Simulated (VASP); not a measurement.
# Si16N (a cell with a defect) in VASP: notebook

Runs on Si16N (a cell with a defect). Level: PBEsol. Tasks: single point.

Program: VASP 6.6.1. These are calculated values, not measurements. Logs are shortened: lines on timing, memory, paths and dates and some standing lists are left out, and cuts for length are marked.

## 1. The cell of the first run

The cell holds a defect, 17 atoms: a = 7.679 Å, b = 7.679 Å, c = 7.679 Å, α = 60.00°, β = 60.00°, γ = 60.00°.

## 2. Single point, PBEsol, collinear spin, zero start

Contents of INCAR:

```
PREC = Accurate
ENCUT = 520
EDIFF = 1E-7
ISMEAR = 0
SIGMA = 0.05
LREAL = Auto
LASPH = T
NELM = 150
ALGO = Normal
ISIF = 2
LWAVE = F
LCHARG = F
ISPIN = 2
MAGMOM = 0 0 0 0 0 0 0 0 0 0 0 0 0 0 0 0 0
LORBIT = 11
GGA = PS
NBANDS = 52
```

Contents of KPOINTS:

```
Automatic mesh
0
Gamma
  2 2 2
```

Contents of POSCAR:

```
Si16N
1.0
    0.0000000000      5.4300000000      5.4300000000
    5.4300000000      0.0000000000      5.4300000000
    5.4300000000      5.4300000000      0.0000000000
Si N
16 1
Direct
    0.0058762431      0.0349377532      0.0116287293
    0.1297722836      0.1040851750      0.1911422652
    0.0230578269     -0.0728918969      0.5553767956
    0.1362220994      0.1042755064      0.6400456722
   -0.0131811234      0.5563999079     -0.0125153775
    0.1312481584      0.6645991713      0.1087093002
    0.0173665746      0.4743892265      0.4775697053
    0.1560171271      0.5570918969      0.6369510129
    0.4982691529      0.0191542357      0.0025820442
    0.6283476059      0.1374569982      0.1315925414
    0.5130040516     -0.0128167587      0.5068302026
    0.6493922652      0.1044151013      0.6297351750
    0.5049687845      0.5106310313     -0.0186177716
    0.6145491713      0.6518465930      0.1050600368
    0.5336810313      0.4773906077      0.4780309392
    0.6418945672      0.6144196133      0.6077056169
    1.0060559853      0.3478162063      0.2186193370
```

Potentials or basis: VASP PAW PBE potentials, release 64 (Si, N).

On the command line:

```sh
> cat potpaw_PBE.64/Si/POTCAR potpaw_PBE.64/N/POTCAR > POTCAR
> mpirun -np 1 vasp_std > vasp.out
```

OUTCAR:

```text
PREC = Accurate
   ENCUT = 520
   EDIFF = 1E-7
   ISMEAR = 0
   LREAL = Auto
   LASPH = T
   NELM = 150
   ISIF = 2
   ISPIN = 2
   LORBIT = 11
   GGA = PS

 ion  position               nearest neighbor table
   1  0.006  0.035  0.012-   6 2.33   4 2.36   2 2.37  10 2.38
   2  0.130  0.104  0.191-  17 1.69   3 2.32   9 2.35   1 2.37   5 2.86
   3  0.023  0.927  0.555-   2 2.32   8 2.34  12 2.38   4 2.38   5 3.10
   4  0.136  0.104  0.640-   7 2.34  11 2.36   1 2.36   3 2.38
   5  0.987  0.556  0.987-  17 1.71   8 2.33  14 2.35   6 2.35   2 2.86   3 3.10
   6  0.131  0.665  0.109-   1 2.33   5 2.35  13 2.36   7 2.36
   7  0.017  0.474  0.478-   4 2.34  16 2.36   6 2.36   8 2.41
   8  0.156  0.557  0.637-   5 2.33   3 2.34  15 2.39   7 2.41
   9  0.498  0.019  0.003-  14 2.31   2 2.35  12 2.35  10 2.37
  10  0.628  0.137  0.132-  13 2.35  11 2.36   9 2.37   1 2.38
  11  0.513  0.987  0.507-  16 2.34  10 2.36  12 2.36   4 2.36
  12  0.649  0.104  0.630-  15 2.35   9 2.35  11 2.36   3 2.38
  13  0.505  0.511  0.981-  16 2.35  10 2.35  14 2.35   6 2.36
  14  0.615  0.652  0.105-   9 2.31   5 2.35  13 2.35  15 2.37
  15  0.534  0.477  0.478-  12 2.35  16 2.35  14 2.37   8 2.39
  16  0.642  0.614  0.608-  11 2.34  13 2.35  15 2.35   7 2.36
  17  0.006  0.348  0.219-   2 1.69   5 1.71

  LATTYP: Found a face centered cubic cell.
 ALAT       =    10.8600000000

  Lattice vectors:

 A1 = (   0.0000000000,   5.4300000000,   5.4300000000)
 A2 = (   5.4300000000,   0.0000000000,   5.4300000000)
 A3 = (   5.4300000000,   5.4300000000,   0.0000000000)

Analysis of symmetry for initial positions (statically):
=====================================================================
 Subroutine PRICEL returns:
 Original cell was already a primitive cell.

 Routine SETGRP: Setting up the symmetry group for a
 face centered cubic supercell.

 Subroutine GETGRP returns: Found  1 space group operations
 (whereof  1 operations were pure point group operations)
 out of a pool of 48 trial point group operations.

The static configuration has the point symmetry C_1 .

Analysis of symmetry for dynamics (positions and initial velocities):
=====================================================================
 Subroutine PRICEL returns:
 Original cell was already a primitive cell.

 Routine SETGRP: Setting up the symmetry group for a
 face centered cubic supercell.

 Subroutine GETGRP returns: Found  1 space group operations
 (whereof  1 operations were pure point group operations)
 out of a pool of 48 trial point group operations.

The dynamic configuration has the point symmetry C_1 .

Analysis of structural, dynamic, and magnetic symmetry:
=====================================================================
 Subroutine PRICEL returns:
 Original cell was already a primitive cell.

 Routine SETGRP: Setting up the symmetry group for a
 face centered cubic supercell.

 Subroutine GETGRP returns: Found  1 space group operations
 (whereof  1 operations were pure point group operations)
 out of a pool of 48 trial point group operations.

The overall configuration has the point symmetry C_1 .

 Subroutine INISYM returns: Found  1 space group operations
 (whereof  1 operations are pure point group operations),
 and found     1 'primitive' translations

----------------------------------------------------------------------------------------

                                     Primitive cell

  volume of cell :     320.2060

  direct lattice vectors                    reciprocal lattice vectors
     0.000000000  5.430000000  5.430000000    -0.092081031  0.092081031  0.092081031
     5.430000000  0.000000000  5.430000000     0.092081031 -0.092081031  0.092081031
     5.430000000  5.430000000  0.000000000     0.092081031  0.092081031 -0.092081031

  length of vectors
     7.679179644  7.679179644  7.679179644     0.159489025  0.159489025  0.159489025

  position of ions in fractional coordinates (direct lattice)
     0.005876243  0.034937753  0.011628729
[... 75 lines left out ...]
   total plane-waves  NPLWV = 216000
   dimension x,y,z NGX =    60 NGY =   60 NGZ =   60
   dimension x,y,z NGXF=   120 NGYF=  120 NGZF=  120
   ions per type =              16   1
   NGX,Y,Z   is equivalent  to a cutoff of  12.99, 12.99, 12.99 a.u.
   NGXF,Y,Z  is equivalent  to a cutoff of  25.98, 25.98, 25.98 a.u.
 SYSTEM =  unknown system
   PREC   = accura    normal or accurate (medium, high low for compatibility)
   ISTART =      0    job   : 0-new  1-cont  2-samecut
   ICHARG =      2    charge: 1-file 2-atom 10-const
   ISPIN  =      2    spin polarized calculation?
   LNONCOLLINEAR =      F non collinear calculations
   LSORBIT =      F    spin-orbit coupling
   LASPH  =      T    aspherical Exc in radial PAW
   ENCUT  =  520.0 eV  38.22 Ry    6.18 a.u.  14.28 14.28 14.28*2*pi/ulx,y,z
   NELM   =    150;   NELMIN=  2; NELMDL= -5     # of ELM steps
   EDIFF  = 0.1E-06   stopping-criterion for ELM
   LREAL  =      T    real-space projection
   EDIFFG = 0.1E-05   stopping-criterion for IOM
   NSW    =      0    number of steps for IOM
   IBRION =     -1    ionic relax: 0-MD 1-quasi-New 2-CG
   NFREE  =      0    steps in history (QN), initial steepest desc. (CG)
   ISIF   =      2    stress and relaxation
   ISYM   =      2    0-nonsym 1-usesym 2-fastsym
   POTIM  = 0.5000    time-step for ionic-motion
   TEBEG  =    0.0;   TEEND  =   0.0 temperature during run
   PSTRESS=    0.0 pullay stress
   NELECT =      69.0000    total number of electrons
   NUPDOWN=      -1.0000    fix difference up-down
   EMIN   =  10.00;   EMAX   =-10.00  energy-range for DOS
   EFERMI =   0.00;   METHOD = LEGACY
   ISMEAR =     0;   SIGMA  =   0.05  broadening in eV -4-tet -1-fermi 0-gaus
   EFERMI_NEDOS =   21; number of points for ismear=-14 and -15
   IALGO  =     38    algorithm
   IMIX   =      4    mixing-type and parameters
     AMIX     =   0.40;   BMIX     =  1.00
     AMIX_MAG =   1.60;   BMIX_MAG =  1.00
  volume/ion in A,a.u.               =      18.84       127.11
  Fermi-wavevector in a.u.,A,eV,Ry     =   0.981480  1.854728 13.106528  0.963303
  Thomas-Fermi vector in A             =   2.112490
   LORBIT       =     11    0 simple, 1 ext, 2 COOP (PROOUT), +10 PAW based schemes
   GGA     = PS    functional components
   LHFCALC =     F    Hartree Fock is set to
   AEXX    =    0.0000 exact exchange contribution
   IVDW    =     0    specifies the selected vdW correction
   LEPSILON=     F    determine dielectric tensor
   LRPA    =     F    only Hartree local field effects (RPA)
 spin polarized calculation
 Gauss-broadening in eV      SIGMA  =   0.05
  energy-cutoff  :      520.00
  volume of cell :      320.21
 maximum number of plane-waves:      8646
 NGX is ok and might be reduce to    60
   NGX = 29   NGY = 29   NGZ = 29

 number of electron      68.9999999 magnetization       0.0001941

 number of electron      68.9999999 magnetization      -0.0000150

 Free energy of the ion-electron system (eV)
  ---------------------------------------------------
  ext. energy  EPLUGINS =         0.00000000
  ---------------------------------------------------
  free energy    TOTEN  =       -97.92591695 eV

  energy without entropy =      -97.91885343  energy(sigma->0) =      -97.92238519

 E-fermi :   5.7097     XC(G=0):  -9.7110

 val. band max:        5.7079532286   @ k =   0.5000   0.5000   0.5000
 cond. band min:       5.7114780839   @ k =   0.0000   0.0000   0.0000
 fundamental gap:      0.0035248554
 Fermi energy:         5.7097419157

 spin component 1

 k-point     1 :       0.0000    0.0000    0.0000
  band No.  band energies     occupation
      1      -9.5371      1.00000
      2      -5.7468      1.00000
      3      -3.9883      1.00000
      4      -3.7583      1.00000
      5      -3.7107      1.00000
      6      -3.3092      1.00000
[... 381 lines left out ...]
     45       9.9406      0.00000
     46      10.0875      0.00000
 Fermi energy:         5.7097419157

 spin component 2

 k-point     1 :       0.0000    0.0000    0.0000
  band No.  band energies     occupation
      1      -9.5371      1.00000
      2      -5.7468      1.00000
      3      -3.9883      1.00000
      4      -3.7583      1.00000
      5      -3.7107      1.00000
      6      -3.3092      1.00000
[... 381 lines left out ...]
     45       9.9406      0.00000
     46      10.0875      0.00000
 [bands above 46 left out]

------------------------ aborting loop because EDIFF is reached ----------------------------------------

  FORCE on cell =-STRESS in cart. coord.  units (eV):
  Direction    XX          YY          ZZ          XY          YZ          ZX
  --------------------------------------------------------------------------------------
  -------------------------------------------------------------------------------------
  Total        1.7923054      3.1173165      2.3828046     -2.9467742     -3.2243575      2.4614304
  in kB        8.9679484     15.5977514     11.9225601    -14.7444289    -16.1333398     12.3159708
  external PRESSURE =      12.1627533 kB  Pullay stress =       0.0000000 kB

 VOLUME and BASIS-vectors are now :
 -----------------------------------------------------------------------------
  energy-cutoff  :      520.00
  volume of cell :      320.21
      direct lattice vectors                 reciprocal lattice vectors
     0.000000000  5.430000000  5.430000000    -0.092081031  0.092081031  0.092081031
     5.430000000  0.000000000  5.430000000     0.092081031 -0.092081031  0.092081031
     5.430000000  5.430000000  0.000000000     0.092081031  0.092081031 -0.092081031

 POSITION                                       TOTAL-FORCE (eV/Angst)
 -----------------------------------------------------------------------------------
      0.25286      0.09505      0.22162        -0.055818     -0.035419     -0.003959
      1.60309      1.74257      1.26985        -0.129915     -0.010049     -0.048464
      8.04989      3.14090      5.15940        -0.017085     -0.029567      0.009934
      4.04166      4.21513      1.30590        -0.029880     -0.030100      0.023880
      8.38329     10.72047      8.37968         0.025906      0.036178     -0.015412
      4.19907      1.30297      4.32145         0.001219      0.023425      0.015644
[... 9 lines left out ...]
      6.63614      6.78533      6.82179         0.037493      0.018290      0.027448
      3.07575      1.21999      1.92153        -0.004399      0.006988     -0.099627
 -----------------------------------------------------------------------------------
    total drift:                               -0.000595     -0.004098     -0.002234

  FREE ENERGIE OF THE ION-ELECTRON SYSTEM (eV)
  ---------------------------------------------------
  free  energy   TOTEN  =       -97.9259169519 eV

  energy  without entropy=      -97.9188534322  energy(sigma->0) =      -97.92238519

 total charge

# of ion       s       p       d       tot
------------------------------------------
    1        0.759   0.933   0.000   1.691
    2        0.748   0.952   0.000   1.700
    3        0.753   0.942   0.000   1.695
    4        0.750   0.926   0.000   1.675
    5        0.751   0.942   0.000   1.693
    6        0.766   0.914   0.000   1.680
[... 9 lines left out ...]
   16        0.743   0.948   0.000   1.691
   17        1.275   2.494   0.000   3.769
--------------------------------------------------
tot         13.290  17.452   0.000  30.742

 magnetization (x)

# of ion       s       p       d       tot
------------------------------------------
    1        0.000  -0.000   0.000  -0.000
    2       -0.000  -0.000   0.000  -0.000
    3       -0.000  -0.000   0.000  -0.000
    4       -0.000  -0.000   0.000  -0.000
    5       -0.000  -0.000   0.000  -0.000
    6       -0.000  -0.000   0.000  -0.000
[... 9 lines left out ...]
   16        0.000  -0.000   0.000  -0.000
   17        0.000  -0.000   0.000  -0.000
--------------------------------------------------
tot          0.000  -0.000   0.000  -0.000
```

It took 6.3 min on 1 thread of AMD EPYC 9R45 (Zen 5), shared host; peak memory 0.68 GiB.

What came out:

```
Free energy                                           : -97.9259 eV
Pressure                                              : 1.2 GPa
Largest force                                         : 0.139 eV/Å
Net moment                                            : 0.00 μB per cell
Valence electrons inside the program's atomic spheres : Si 1.69, 1.70, 1.68, 1.65, 1.67 (each value once); N 3.77
```

Forces in eV/Å, atoms in the order of the input:
```
Si  -0.056 -0.035 -0.004
Si  -0.130 -0.010 -0.048
Si  -0.017 -0.030  0.010
Si  -0.030 -0.030  0.024
Si   0.026  0.036 -0.015
Si   0.001  0.023  0.016
Si   0.004 -0.004  0.012
Si   0.060  0.014 -0.027
Si  -0.016 -0.020  0.005
Si  -0.019 -0.021  0.017
Si  -0.003 -0.019  0.031
Si  -0.003 -0.022  0.037
Si   0.029  0.036  0.028
Si   0.040  0.050  0.003
Si   0.080  0.006 -0.015
Si   0.037  0.018  0.027
N   -0.004  0.007 -0.100
```

Stress tensor (GPa, compression positive):
```
 0.90 -1.47  1.23
-1.47  1.56 -1.61
 1.23 -1.61  1.19
```

Levels at points of the mesh, in eV from the Fermi level:
Spin up:
```tsv
k point	band 33	band 34	band 35	band 36	band 37	band 38
(0.00, 0.00, 0.00)	-0.23	0.00	0.17	0.64	0.86	0.89
(0.50, 0.00, 0.00)	-0.61	-0.48	-0.13	1.47	1.50	1.63
(0.00, 0.50, 0.00)	-0.49	-0.36	0.48	1.30	1.42	1.66
(0.00, 0.00, 0.50)	-0.61	-0.49	-0.12	1.25	1.65	1.73
(0.50, 0.50, 0.50)	-0.62	-0.47	0.00	1.48	1.52	1.57
(0.50, 0.50, 0.00)	-0.92	-0.66	-0.15	1.52	1.63	2.35
(0.00, 0.50, 0.50)	-1.06	-0.74	0.58	1.28	1.58	2.39
(0.50, 0.00, 0.50)	-0.72	-0.67	-0.32	1.50	1.58	2.32
```
Spin down:
```tsv
k point	band 33	band 34	band 35	band 36	band 37	band 38
(0.00, 0.00, 0.00)	-0.23	0.00	0.17	0.64	0.86	0.89
(0.50, 0.00, 0.00)	-0.61	-0.48	-0.13	1.47	1.50	1.63
(0.00, 0.50, 0.00)	-0.49	-0.36	0.48	1.30	1.42	1.66
(0.00, 0.00, 0.50)	-0.61	-0.49	-0.12	1.25	1.65	1.73
(0.50, 0.50, 0.50)	-0.62	-0.47	0.00	1.48	1.52	1.57
(0.50, 0.50, 0.00)	-0.92	-0.66	-0.15	1.52	1.63	2.35
(0.00, 0.50, 0.50)	-1.06	-0.74	0.58	1.28	1.58	2.39
(0.50, 0.00, 0.50)	-0.72	-0.67	-0.32	1.50	1.58	2.32
```

Caveat: the k points lie up to 0.50 Å⁻¹ apart; no moment was typed at the start, so none could form; the PAW data sets were made with another functional, which shifts forces and pressure a little.

## 3. Single point, PBEsol, collinear spin, zero start

Contents of INCAR:

```
PREC     = Accurate       # precision mode
ENCUT    = 520            # plane-wave cutoff, eV
EDIFF    = 1E-7           # SCF threshold, eV
ISMEAR   = 0              # smearing method
SIGMA    = 0.05           # smearing width, eV
LREAL    = Auto         
LASPH    = T              # aspherical terms in the spheres
NELM     = 150            # most SCF steps
ALGO     = Normal         # electronic algorithm
ISIF     = 2              # what is computed and relaxed
LWAVE    = F              # write WAVECAR
LCHARG   = F              # write CHGCAR
ISPIN    = 2              # spin polarisation
MAGMOM   = 0 0 0 0 0 0 0 0 0 0 0 0 0 0 0 0 0 # initial moments
LORBIT   = 11             # projections on sites
GGA      = PS             # functional
NBANDS   = 52             # bands
```

Contents of KPOINTS:

```
regular mesh
0
Gamma
  2 2 2
```

Contents of POSCAR:

```
Si16N
1.0
    0.0000000000      5.4300000000      5.4300000000
    5.4300000000      0.0000000000      5.4300000000
    5.4300000000      5.4300000000      0.0000000000
Si N
16 1
Direct
    0.0189376611     -0.0271010129      0.0393058011
    0.1344123389      0.1276169429      0.1624325967
    0.0203373849     -0.0327655617      0.5322497238
    0.1387627072      0.0925218232      0.6631560773
   -0.0382803867      0.5992522099     -0.0585949355
    0.1349165746      0.5725198895      0.1560517495
    0.0142568140      0.4677853591      0.5264914365
    0.1714451197      0.5997029466      0.6020449355
    0.4997186924      0.0184984346     -0.0015433702
    0.6456635359      0.1079790055      0.1354265193
    0.5125930939     -0.0130015654      0.5111035912
    0.6465500921      0.1137222836      0.6244353591
    0.5056898711      0.4817550645     -0.0004720074
    0.6004576427      0.6514751381      0.1044883978
    0.5450619705      0.4874203499      0.4747634438
    0.6418087477      0.6127722836      0.6254715470
    1.0449909761      0.3933552486      0.1524845304
```

Potentials or basis: VASP PAW PBE potentials, release 64 (Si, N).

On the command line:

```sh
> cat potpaw_PBE.64/Si/POTCAR potpaw_PBE.64/N/POTCAR > POTCAR
> mpirun -np 1 vasp_std > vasp.out
```

Wall time 6.5 min (1 thread of AMD EPYC 9R45 (Zen 5), shared host); peak memory 0.68 GiB.

Results (log left out):

| Item | Value |
| --- | --- |
| Free energy | -98.1026 eV |
| Pressure | 1.5 GPa |
| Largest force | 0.062 eV/Å |
| Net moment | 0.00 μB per cell |
| Valence electrons inside the program's atomic spheres | Si 1.64, 1.66, 1.70, 1.69, 1.63, 1.73, 1.71, 1.68 (each value once); N 3.82 |

Forces in eV/Å, atoms in the order of the input:
```
Si   0.006  0.011  0.001
Si   0.000  0.008 -0.006
Si   0.003 -0.001  0.001
Si  -0.002  0.001  0.003
Si  -0.007 -0.051  0.035
Si  -0.002 -0.002 -0.002
Si   0.011  0.005 -0.006
Si   0.009  0.003 -0.013
Si   0.003  0.001 -0.005
Si   0.002  0.001  0.004
Si  -0.001  0.006  0.000
Si   0.001 -0.004  0.001
Si  -0.002  0.000  0.009
Si  -0.005 -0.003 -0.003
Si   0.000  0.001  0.000
Si   0.003  0.000 -0.002
N   -0.020  0.025 -0.018
```

Stress tensor (GPa, compression positive):
```
 1.12 -0.61 -0.95
-0.61  3.42  0.17
-0.95  0.17  0.04
```

Levels at points of the mesh, in eV from the Fermi level:
Spin up:
| k point | band 30 | band 31 | band 32 | band 33 | band 34 | band 35 | band 36 | band 37 | band 38 | band 39 |
| --- | --- | --- | --- | --- | --- | --- | --- | --- | --- | --- |
| (0.00, 0.00, 0.00) | -1.29 | -1.21 | -0.76 | -0.42 | -0.34 | -0.26 | 0.11 | 0.47 | 0.61 | 0.65 |
| (0.50, 0.00, 0.00) | -1.61 | -1.17 | -1.01 | -0.96 | -0.72 | -0.25 | 0.96 | 1.02 | 1.22 | 1.32 |
| (0.00, 0.50, 0.00) | -1.59 | -1.36 | -1.08 | -0.82 | -0.56 | 0.03 | 0.86 | 1.11 | 1.29 | 1.35 |
| (0.00, 0.00, 0.50) | -1.50 | -1.24 | -1.10 | -1.00 | -0.81 | -0.03 | 0.84 | 1.18 | 1.23 | 1.37 |
| (0.50, 0.50, 0.50) | -1.63 | -1.42 | -1.11 | -0.99 | -0.66 | 0.34 | 0.96 | 1.15 | 1.24 | 1.25 |
| (0.50, 0.50, 0.00) | -1.77 | -1.66 | -1.49 | -1.33 | -1.05 | 0.18 | 1.06 | 1.38 | 2.00 | 2.10 |
| (0.00, 0.50, 0.50) | -1.81 | -1.63 | -1.52 | -1.50 | -0.95 | 0.50 | 1.03 | 1.36 | 2.00 | 2.12 |
| (0.50, 0.00, 0.50) | -1.68 | -1.61 | -1.53 | -1.52 | -0.40 | -0.29 | 0.92 | 1.22 | 1.76 | 2.02 |
Spin down:
```tsv
k point	band 30	band 31	band 32	band 33	band 34	band 35	band 36	band 37	band 38	band 39
(0.00, 0.00, 0.00)	-1.29	-1.21	-0.76	-0.42	-0.34	-0.26	0.11	0.47	0.61	0.65
(0.50, 0.00, 0.00)	-1.61	-1.17	-1.01	-0.96	-0.72	-0.25	0.96	1.02	1.22	1.32
(0.00, 0.50, 0.00)	-1.59	-1.36	-1.08	-0.82	-0.56	0.03	0.86	1.11	1.29	1.35
(0.00, 0.00, 0.50)	-1.50	-1.24	-1.10	-1.00	-0.81	-0.03	0.84	1.18	1.23	1.37
(0.50, 0.50, 0.50)	-1.63	-1.42	-1.11	-0.99	-0.66	0.34	0.96	1.15	1.24	1.25
(0.50, 0.50, 0.00)	-1.77	-1.66	-1.49	-1.33	-1.05	0.18	1.06	1.38	2.00	2.10
(0.00, 0.50, 0.50)	-1.81	-1.63	-1.52	-1.50	-0.95	0.50	1.03	1.36	2.00	2.12
(0.50, 0.00, 0.50)	-1.68	-1.61	-1.53	-1.52	-0.40	-0.29	0.92	1.22	1.76	2.02
```

Caveat: the k points lie up to 0.50 Å⁻¹ apart; no moment was typed at the start, so none could form; the PAW data sets were made with another functional, which shifts forces and pressure a little.
